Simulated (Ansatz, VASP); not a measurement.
## F in VASP and in Ansatz

```
CELL_PARAMETERS angstrom
0.00000 1.66174 1.66174
1.66174 0.00000 1.66174
1.66174 1.66174 0.00000
ATOMIC_POSITIONS crystal
F 0.00000 0.00000 0.00000
```

Alike in both runs: functional PBEsol; k mesh 18 × 18 × 18; occupations fermi-dirac, width 0.05 eV; no spin polarisation.

Ansatz relaxed the structure, and its values are those at the end. VASP's run is a single point on that final structure, the one shown.

|  | VASP | Ansatz |
| --- | --- | --- |
| version | VASP 6.6.1 | Ansatz 0.2.0 |
| potentials or method | VASP PAW PBE potentials, release 64 (F) | PAW with Ansatz's default frozen-core files, scalar-relativistic |
| plane-wave cutoff (eV) | 600 | 420 |
| valence electrons in the cell | 7 | 7 |

|  | VASP | Ansatz | Ansatz less VASP |
| --- | --- | --- | --- |
| pressure (GPa) | -0.6 | 0.0 | +0.59 |

VASP's potentials were made for PBE, not for PBEsol.
